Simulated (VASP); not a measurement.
# LiSc12 (a cell with a defect) in VASP: further runs

The runs below take LiSc12 (a cell with a defect) through single point, with PBE.

All numbers are computed with VASP 6.6.1; they aren't measurements. Logs are shortened: lines on timing, memory, paths and dates and some standing lists are left out, and cuts for length are marked.

### 1 The cell of the first run

The cell holds a defect, 13 atoms: a = 6.620 Å, b = 9.930 Å, c = 5.276 Å, α = 90.00°, β = 90.00°, γ = 120.00°.

### 2 Single point, PBE

Input file INCAR:

```
PREC = Accurate
ENCUT = 520
EDIFF = 1E-6
ISMEAR = -1
SIGMA = 0.05
LREAL = False
LASPH = True
NELM = 80
ALGO = Normal
ISIF = 2
LWAVE = False
LCHARG = True
GGA = PE
LELF = True
LVHAR = True
NBANDS = 80
```

Input file KPOINTS:

```
Automatic mesh
0
Gamma
  3 2 3
```

Input file POSCAR:

```
LiSc12
1.0
    6.6200000000      0.0000000000      0.0000000000
   -4.9650000000      8.5996320000      0.0000000000
    0.0000000000      0.0000000000      5.2761400000
Sc Li
12 1
Direct
   -0.0333397125     -0.0170054981     -0.0338361715
    0.1621070189      0.2397247901      0.5360057776
   -0.0084036517      0.3251562284      0.0431375967
    0.1653321271      0.5553537091      0.5146968766
    0.0031907069      0.6688259188      0.0089259115
    0.1440799503      0.8599505370      0.5056102199
    0.5040031847     -0.0247837487     -0.0390636711
    0.6986575071      0.2380613178      0.5447686387
    0.5248570665      0.3704132076     -0.0101435771
    0.6652512814      0.5547431411      0.4889145540
    0.5012331844      0.6667001136     -0.0123735917
    0.6695942728      0.8944038563      0.4616554331
    0.3489448639      0.1163260271      0.2336267033
```

Potentials or basis: VASP PAW PBE potentials, release 64 (Sc_sv, Li_sv).

Command:

```sh
cat potpaw_PBE.64/Sc_sv/POTCAR potpaw_PBE.64/Li_sv/POTCAR > POTCAR
mpirun -np 1 vasp_std > vasp.out
```

OUTCAR:

```text
PREC = Accurate
   ENCUT = 520
   EDIFF = 1E-6
   ISMEAR = -1
   LREAL = False
   LASPH = True
   NELM = 80
   ISIF = 2
   GGA = PE

 ion  position               nearest neighbor table
   1  0.967  0.983  0.966-  13 2.61   7 3.03  11 3.11  12 3.12  12 3.16   2 3.17   6 3.20   5 3.26
                             3 3.34
   2  0.162  0.240  0.536-  13 2.66   8 3.06   3 3.12   4 3.13   1 3.17   9 3.17   3 3.18  10 3.24
                            12 3.37
   3  0.992  0.325  0.043-   2 3.12   8 3.12   8 3.14   4 3.18   2 3.18   9 3.34   1 3.34   9 3.35
                             5 3.38   7 3.39  11 3.40   4 3.42
   4  0.165  0.555  0.515-   6 3.10   8 3.12   2 3.13  11 3.15   3 3.18   5 3.23   5 3.28  10 3.31
                            10 3.32  12 3.36  11 3.38   3 3.42
   5  0.003  0.669  0.009-   9 3.07   6 3.09   6 3.12  10 3.19   7 3.20   4 3.23   1 3.26   4 3.28
                            11 3.31  11 3.31  10 3.36   3 3.38
   6  0.144  0.860  0.506-  13 2.63   5 3.09   4 3.10  10 3.10   5 3.12   7 3.17   1 3.20  12 3.33
                            12 3.33
   7  0.504  0.975  0.961-  13 2.55   1 3.03  11 3.06  12 3.11  12 3.12   8 3.15   6 3.17   5 3.20
                             3 3.39
   8  0.699  0.238  0.545-  13 2.59   2 3.06   3 3.12   4 3.12   3 3.14   7 3.15   9 3.17  10 3.27
                            12 3.35
   9  0.525  0.370  0.990-  13 2.54  11 3.02   5 3.07  10 3.07  10 3.08   2 3.17   8 3.17   3 3.34
                             3 3.35
  10  0.665  0.555  0.489-   9 3.07   9 3.08   6 3.10   5 3.19   2 3.24  11 3.25  11 3.26   8 3.27
                             4 3.31   4 3.32   5 3.36  12 3.36
  11  0.501  0.667  0.988-   9 3.02   7 3.06   1 3.11   4 3.15  12 3.18  10 3.25  10 3.26   5 3.31
                             5 3.31   4 3.38   3 3.40  12 3.40
  12  0.670  0.894  0.462-   7 3.11   7 3.12   1 3.12   1 3.16  11 3.18   6 3.33   6 3.33   8 3.35
                            10 3.36   4 3.36   2 3.37  11 3.40
  13  0.349  0.116  0.234-   9 2.54   7 2.55   8 2.59   1 2.61   6 2.63   2 2.66

  LATTYP: Found a simple monoclinic cell.
 ALAT       =     6.6200000000
 B/A-ratio  =     0.7970000000
 C/A-ratio  =     1.3228756170
 COS(beta)  =    -0.1889822420

  Lattice vectors:

 A1 = (   6.6200000000,   0.0000000000,   0.0000000000)
 A2 = (   0.0000000000,   0.0000000000,   5.2761400000)
 A3 = (  -1.6550000000,  -8.5996320000,   0.0000000000)

Analysis of symmetry for initial positions (statically):
=====================================================================
 Subroutine PRICEL returns:
 Original cell was already a primitive cell.

 Routine SETGRP: Setting up the symmetry group for a
 simple monoclinic supercell.

 Subroutine GETGRP returns: Found  1 space group operations
 (whereof  1 operations were pure point group operations)
 out of a pool of  4 trial point group operations.

The static configuration has the point symmetry C_1 .

Analysis of symmetry for dynamics (positions and initial velocities):
=====================================================================
 Subroutine PRICEL returns:
 Original cell was already a primitive cell.

 Routine SETGRP: Setting up the symmetry group for a
 simple monoclinic supercell.

 Subroutine GETGRP returns: Found  1 space group operations
 (whereof  1 operations were pure point group operations)
 out of a pool of  4 trial point group operations.

The dynamic configuration has the point symmetry C_1 .

 Subroutine INISYM returns: Found  1 space group operations
 (whereof  1 operations are pure point group operations),
 and found     1 'primitive' translations

----------------------------------------------------------------------------------------

                                     Primitive cell

  volume of cell :     300.3683

  direct lattice vectors                    reciprocal lattice vectors
     6.620000000  0.000000000  0.000000000     0.151057402  0.087213034  0.000000000
    -4.965000000  8.599632000  0.000000000     0.000000000  0.116284046  0.000000000
     0.000000000  0.000000000  5.276140000     0.000000000  0.000000000  0.189532499

  length of vectors
     6.620000000  9.929999775  5.276140000     0.174426065  0.116284046  0.189532499

  position of ions in fractional coordinates (direct lattice)
     0.966660287  0.982994502  0.966163829
     0.162107019  0.239724790  0.536005778
[... 65 lines left out ...]
|                                                                             |
 -----------------------------------------------------------------------------

 Subroutine IBZKPT returns following result:
 ===========================================

 Found     10 irreducible k-points:

 Following reciprocal coordinates:
            Coordinates               Weight
  0.000000  0.000000  0.000000      1.000000
  0.333333  0.000000  0.000000      2.000000
  0.000000  0.500000  0.000000      1.000000
  0.333333  0.500000  0.000000      2.000000
  0.000000  0.000000  0.333333      2.000000
  0.333333  0.000000  0.333333      2.000000
 -0.333333 -0.000000  0.333333      2.000000
  0.000000  0.500000  0.333333      2.000000
  0.333333  0.500000  0.333333      2.000000
 -0.333333  0.500000  0.333333      2.000000
   k-points           NKPTS =     10   k-points in BZ     NKDIM =     10   number of bands    NBANDS=     80
   number of dos      NEDOS =    301   number of ions     NIONS =     13
   total plane-waves  NPLWV = 160000
   dimension x,y,z NGX =    50 NGY =   80 NGZ =   40
   dimension x,y,z NGXF=   100 NGYF=  160 NGZF=   80
   ions per type =              12   1
   NGX,Y,Z   is equivalent  to a cutoff of  12.56, 13.39, 12.60 a.u.
   NGXF,Y,Z  is equivalent  to a cutoff of  25.11, 26.79, 25.21 a.u.
 SYSTEM =  unknown system
   PREC   = accura    normal or accurate (medium, high low for compatibility)
   ISTART =      0    job   : 0-new  1-cont  2-samecut
   ICHARG =      2    charge: 1-file 2-atom 10-const
   ISPIN  =      1    spin polarized calculation?
   LNONCOLLINEAR =      F non collinear calculations
   LSORBIT =      F    spin-orbit coupling
   LASPH  =      T    aspherical Exc in radial PAW
   ENCUT  =  520.0 eV  38.22 Ry    6.18 a.u.  12.31 18.46  9.81*2*pi/ulx,y,z
   NELM   =     80;   NELMIN=  2; NELMDL= -5     # of ELM steps
   EDIFF  = 0.1E-05   stopping-criterion for ELM
   LREAL  =      F    real-space projection
   EDIFFG = 0.1E-04   stopping-criterion for IOM
   NSW    =      0    number of steps for IOM
   IBRION =     -1    ionic relax: 0-MD 1-quasi-New 2-CG
   NFREE  =      0    steps in history (QN), initial steepest desc. (CG)
   ISIF   =      2    stress and relaxation
   ISYM   =      2    0-nonsym 1-usesym 2-fastsym
   POTIM  = 0.5000    time-step for ionic-motion
   TEBEG  =    0.0;   TEEND  =   0.0 temperature during run
   PSTRESS=    0.0 pullay stress
   NELECT =     135.0000    total number of electrons
   NUPDOWN=      -1.0000    fix difference up-down
   EMIN   =  10.00;   EMAX   =-10.00  energy-range for DOS
   EFERMI =   0.00;   METHOD = LEGACY
   ISMEAR =    -1;   SIGMA  =   0.05  broadening in eV -4-tet -1-fermi 0-gaus
   EFERMI_NEDOS =   21; number of points for ismear=-14 and -15
   IALGO  =     38    algorithm
   IMIX   =      4    mixing-type and parameters
     AMIX     =   0.40;   BMIX     =  1.00
     AMIX_MAG =   1.60;   BMIX_MAG =  1.00
  volume/ion in A,a.u.               =      23.11       155.92
  Fermi-wavevector in a.u.,A,eV,Ry     =   1.254011  2.369737 21.395756  1.572544
  Thomas-Fermi vector in A             =   2.387836
   LORBIT       =      0    0 simple, 1 ext, 2 COOP (PROOUT), +10 PAW based schemes
   GGA     = PE    functional components
   LHFCALC =     F    Hartree Fock is set to
   AEXX    =    0.0000 exact exchange contribution
   IVDW    =     0    specifies the selected vdW correction
   LEPSILON=     F    determine dielectric tensor
   LRPA    =     F    only Hartree local field effects (RPA)
 non-spin polarized calculation
  energy-cutoff  :      520.00
  volume of cell :      300.37
 maximum number of plane-waves:      8103
 NGX is ok and might be reduce to    50
   NGX = 25   NGY = 37   NGZ = 19

 number of electron     135.0000009 magnetization

 Free energy of the ion-electron system (eV)
  ---------------------------------------------------
  ext. energy  EPLUGINS =         0.00000000
  ---------------------------------------------------
  free energy    TOTEN  =       -75.05864115 eV

  energy without entropy =      -74.87336331  energy(sigma->0) =      -74.96600223

 E-fermi :   3.7362     XC(G=0):  -9.9081

 val. band max:        3.7319929582   @ k =   0.0000   0.5000   0.0000
 cond. band min:       3.7418346444   @ k =  -0.3333  -0.0000   0.3333
 fundamental gap:      0.0098416862
 Fermi energy:         3.7362260530

 k-point     1 :       0.0000    0.0000    0.0000
  band No.  band energies     occupation
      1     -45.6188      2.00000
      2     -45.6018      2.00000
      3     -45.5655      2.00000
      4     -45.5575      2.00000
      5     -45.5528      2.00000
      6     -45.5501      2.00000
[... 809 lines left out ...]
     78       4.8517      0.00000
     79       4.9280      0.00000
 [bands above 79 left out]

------------------------ aborting loop because EDIFF is reached ----------------------------------------

  FORCE on cell =-STRESS in cart. coord.  units (eV):
  Direction    XX          YY          ZZ          XY          YZ          ZX
  --------------------------------------------------------------------------------------
  -------------------------------------------------------------------------------------
  Total        5.3994678      7.0857633      1.8493826     -0.2760562      0.8246032      0.2635008
  in kB       28.8009871     37.7957578      9.8646842     -1.4724952      4.3984677      1.4055244
  external PRESSURE =      25.4871430 kB  Pullay stress =       0.0000000 kB

 VOLUME and BASIS-vectors are now :
 -----------------------------------------------------------------------------
  energy-cutoff  :      520.00
  volume of cell :      300.37
      direct lattice vectors                 reciprocal lattice vectors
     6.620000000  0.000000000  0.000000000     0.151057402  0.087213034  0.000000000
    -4.965000000  8.599632000  0.000000000     0.000000000  0.116284046  0.000000000
     0.000000000  0.000000000  5.276140000     0.000000000  0.000000000  0.189532499

 POSITION                                       TOTAL-FORCE (eV/Angst)
 -----------------------------------------------------------------------------------
      1.51872      8.45339      5.09762         0.034304      0.011978     -0.019389
     -0.11709      2.06154      2.82804         0.040196      0.004241      0.021422
      4.94997      2.79622      0.22760         0.011696     -0.014508     -0.006010
     -1.66283      4.77584      2.71561         0.006997     -0.009871     -0.038334
     -3.29960      5.75166      0.04709        -0.014192     -0.016676     -0.009826
     -3.31585      7.39526      2.66767        -0.013600      0.046243     -0.000695
     -1.50545      8.38650      5.07003         0.004452      0.001841     -0.018388
      3.44314      2.04724      2.87428        -0.025680     -0.003628      0.031226
      1.63545      3.18542      5.22262         0.007751     -0.069311      0.010638
      1.64966      4.77059      2.57958         0.009913      0.019521      0.021265
      0.00800      5.73338      5.21086        -0.005353      0.008648      0.036805
     -0.00800      7.69154      2.43576        -0.006938      0.021636     -0.004982
      1.73246      1.00036      1.23265        -0.049545     -0.000114     -0.023732
 -----------------------------------------------------------------------------------
    total drift:                                0.000501     -0.000324      0.000033

  FREE ENERGIE OF THE ION-ELECTRON SYSTEM (eV)
  ---------------------------------------------------
  free  energy   TOTEN  =       -75.0586411506 eV

  energy  without entropy=      -74.8733633068  energy(sigma->0) =      -74.96600223
```

Run time: 7.9 min. Hardware: 1 thread of AMD EPYC 7R43 (Zen 3), shared host; peak memory 0.43 GiB.

Results:

```
Free energy            : -75.0586 eV
Largest force          : 0.071 eV/Å
Band gap on the k mesh : zero (an odd number of electrons rules out a gap without spin polarisation)
```

Forces in eV/Å, atoms in the order of the input:
```
Sc   0.034  0.012 -0.019
Sc   0.040  0.004  0.021
Sc   0.012 -0.015 -0.006
Sc   0.007 -0.010 -0.038
Sc  -0.014 -0.017 -0.010
Sc  -0.014  0.046 -0.001
Sc   0.004  0.002 -0.018
Sc  -0.026 -0.004  0.031
Sc   0.008 -0.069  0.011
Sc   0.010  0.020  0.021
Sc  -0.005  0.009  0.037
Sc  -0.007  0.022 -0.005
Li  -0.050  0.000 -0.024
```

Caveat: the k points lie up to 0.40 Å⁻¹ apart, too coarse for converged energies and pressures of a metal; the cutoff is under 1.25 times the usual one of these potentials, so pressure, stress and relaxed cells hold a basis-set (Pulay) error.

(Continued in part 2 of 2.)
